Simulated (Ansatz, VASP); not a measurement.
# One calculation of C, two programs

Contents of INCAR:

```
SYSTEM = C
PREC = Accurate ; ENCUT = 520
EDIFF = 1E-7 ; ISMEAR = 0
SIGMA = 0.05 ; LREAL = .FALSE.
LASPH = .TRUE. ; NELM = 100
ALGO = Normal ; ISIF = 2
LWAVE = .FALSE. ; LCHARG = .FALSE.
GGA = PE ; NBANDS = 11
```

File KPOINTS:

```
Automatic mesh
0
G
  12 12 12
  0 0 0
```

POSCAR

```
C
1.0
    0.0000000000      1.8996904833      1.6920862354
    1.7657522588      0.0000000000      1.6920862354
    1.7657522588      1.8996904833      0.0000000000
C
2
Direct
    0.5000000000      0.5000000000      0.5000000000
    0.7500000000      0.7500000000      0.7500000000
```

Input for Ansatz:

```yaml
crystal:
  lattice:
    - [0.0, 1.8996904833, 1.6920862354]
    - [1.7657522588, 0.0, 1.6920862354]
    - [1.7657522588, 1.8996904833, 0.0]
  atoms:
    - { symbol: C, position: [0.5, 0.5, 0.5] }
    - { symbol: C, position: [0.75, 0.75, 0.75] }
basis:
  ecutwfc: 520.0
kpoints:
  mp_grid: { grid: [12, 12, 12] }
hamiltonian:
  xc: pbe
  pseudopotentials: { kind: paw, azcp: { folder: soft_1 } }
scf:
  occupations: { method: gaussian, width: 0.05 }
output:
  forces: true
  stress: true
  eigenvalues: true
```

Change from the starting cell: strain +e along x and -e along y -0.0375, strain +e along z and -e/2 along x and y -0.0525.

Alike in both runs: task single point; functional PBE; k mesh 12 × 12 × 12; occupations gaussian, width 0.05 eV; no spin polarisation.

|  | VASP | Ansatz |
| --- | --- | --- |
| version | VASP 6.6.1 | Ansatz 0.2.0 |
| potentials or method | VASP PAW PBE potentials, release 64 (C), cutoff 520 eV | scalar-relativistic, plane waves, PAW |
| valence electrons in the cell | 8 | 8 |

```tsv
	VASP	Ansatz	Ansatz less VASP
gap on the k mesh at the Fermi level (eV)	2.21	2.22	+0.008
least direct gap on the mesh (eV)	4.26	4.26	+0.003
pressure (GPa)	2.4	1.8	-0.61
traceless stress, the component that is largest in VASP (GPa)	-63.08	-63.08	-0.007
```
